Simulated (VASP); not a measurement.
Ti2NbC3:

```
Ti Nb C
1.0
     4.99176    0.00000    0.00000
    -2.49588    4.32299    0.00000
     0.00000    0.00000    3.88246
Ti Nb C
2 1 3
Direct
  0.66667 0.33333 0.00000
  0.33333 0.66667 0.00000
  0.00000 0.00000 0.00000
  0.50000 0.00000 0.50000
  0.50000 0.50000 0.50000
  0.00000 0.50000 0.50000
```

* Program: VASP 6.6.1
* Task: relaxation of cell and atoms
* Functional: PBE
* Potentials or basis: VASP PAW PBE potentials, release 64 (Ti_sv, Nb_sv, C)
* Cutoff: 600 eV
* k mesh: 6 × 6 × 4
* Occupations: gaussian, width 0.1 eV
* Spin: no spin polarisation

At the start: pressure -28.3 GPa; volume 13.96 Å³/atom.

Question: How do energy, volume and symmetry change on relaxing?

Answer: Over 10 steps the energy falls by 727.8 meV/atom and the volume is 11.52 Å³/atom (-17.5 %); space group P6/mmm (No. 191, to 0.05 Å).

Step by step:
| step | energy change (eV) | largest force (eV/Å) | pressure (GPa) | volume (Å³) |
| --- | --- | --- | --- | --- |
| 1 | 0.0000 | 0.0000 | -28.34 | 83.78 |
| 2 | -2.2931 | 0.0000 | 47.73 | 56.78 |
| 3 | -3.0539 | 0.0000 | 9.68 | 63.84 |
| 4 | -4.0671 | 0.0000 | 15.45 | 63.82 |
| 5 | -4.0826 | 0.0000 | 18.18 | 63.66 |
| 6 | -4.0739 | 0.0000 | -12.82 | 75.41 |
| 7 | -4.3615 | 0.0000 | 0.42 | 69.16 |
| 8 | -4.3616 | 0.0000 | 0.71 | 69.05 |
| 9 | -4.3668 | 0.0000 | -0.18 | 69.11 |
| 10 | -4.3671 | 0.0000 | -0.03 | 69.10 |

Final structure:
```
CELL_PARAMETERS angstrom
5.20216 0.00000 0.00000
-2.60108 4.50520 0.00000
0.00000 0.00000 2.94831
ATOMIC_POSITIONS crystal
Ti 0.66667 0.33333 0.00000
Ti 0.33333 0.66667 0.00000
Nb 0.00000 0.00000 0.00000
C 0.50000 0.00000 0.50000
C 0.50000 0.50000 0.50000
C 0.00000 0.50000 0.50000
```

Caveat: the k points lie up to 0.53 Å⁻¹ apart in the final cell; the volume moved by over 15 % at a fixed basis, so the end points are rough.
